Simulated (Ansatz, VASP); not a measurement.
One calculation of ZnSe, two programs

The input INCAR:

```
ALGO = Normal ; EDIFF = 1E-6
ENCUT = 520 ; GGA = CA
ISIF = 2 ; ISMEAR = 0
LASPH = True ; LCHARG = False
LREAL = False ; LWAVE = False
NBANDS = 26 ; NELM = 60
PREC = Accurate ; SIGMA = 0.05
```

Contents of KPOINTS:

```
k-points
0
Gamma
  8 8 6
```

Contents of POSCAR:

```
ZnSe
1.0
    3.9824792206      0.0000000000      0.0000000000
    0.0000000000      3.9824792206      0.0000000000
    0.0000000000      0.0000000000      4.6254000000
Zn Se
2 2
Direct
    0.0000000000      0.0000000000      0.0000000000
    0.5000000000      0.5000000000      0.0000000000
    0.0000000000      0.5000000000      0.2797006019
    0.5000000000      0.0000000000      0.7202993981
```

Input for Ansatz:

```yaml
crystal:
  lattice:
    - [3.9824792206, 0.0, 0.0]
    - [0.0, 3.9824792206, 0.0]
    - [0.0, 0.0, 4.6254]
  atoms:
    - { symbol: Zn, position: [0.0, 0.0, 0.0] }
    - { symbol: Zn, position: [0.5, 0.5, 0.0] }
    - { symbol: Se, position: [0.0, 0.5, 0.2797006019] }
    - { symbol: Se, position: [0.5, 0.0, 0.7202993981] }
basis:
  ecutwfc: 520.0
kpoints:
  mp_grid: { grid: [8, 8, 6] }
hamiltonian:
  xc: lda
  pseudopotentials: { kind: paw, azcp: { folder: soft_1 } }
scf:
  occupations: { method: gaussian, width: 0.05 }
output:
  forces: true
  stress: true
  eigenvalues: true
```

Alike in both runs: task single point; functional LDA; k mesh 8 × 8 × 6; occupations gaussian, width 0.05 eV; no spin polarisation.

|  | VASP | Ansatz |
| --- | --- | --- |
| version | VASP 6.6.1 | Ansatz 0.2.0 |
| potentials or method | VASP PAW LDA potentials, release 64 (Zn, Se), cutoff 520 eV | scalar-relativistic, plane waves, PAW |
| valence electrons in the cell | 36 | 56 |

VASP gave:

| Quantity | Value |
| --- | --- |
| gap on the k mesh at the Fermi level (eV) | 0.86 |
| least direct gap on the mesh (eV) | 0.86 |
| pressure (GPa) | 12.0 |
| traceless stress, the component that is largest in VASP (GPa) | 0.76 |
| rms of the force components (eV/Å) | 0.746 |

Problem. Which values does Ansatz return?

Solution. gap on the k mesh at the Fermi level (eV): 0.86; least direct gap on the mesh (eV): 0.86; pressure (GPa): 11.3; traceless stress, the component that is largest in VASP (GPa): 0.87; rms of the force components (eV/Å): 0.710.

Ansatz warns that its potentials were made for another functional, while VASP's fit it. LDA's correlation is that of Perdew and Zunger in VASP and of Perdew and Wang (1992) in Ansatz. Atom by atom the forces differ by 0.036 eV/Å (rms over components). VASP's potentials hold 36 valence electrons a cell and Ansatz's 56, so a difference there can come from the potentials and not from the codes.
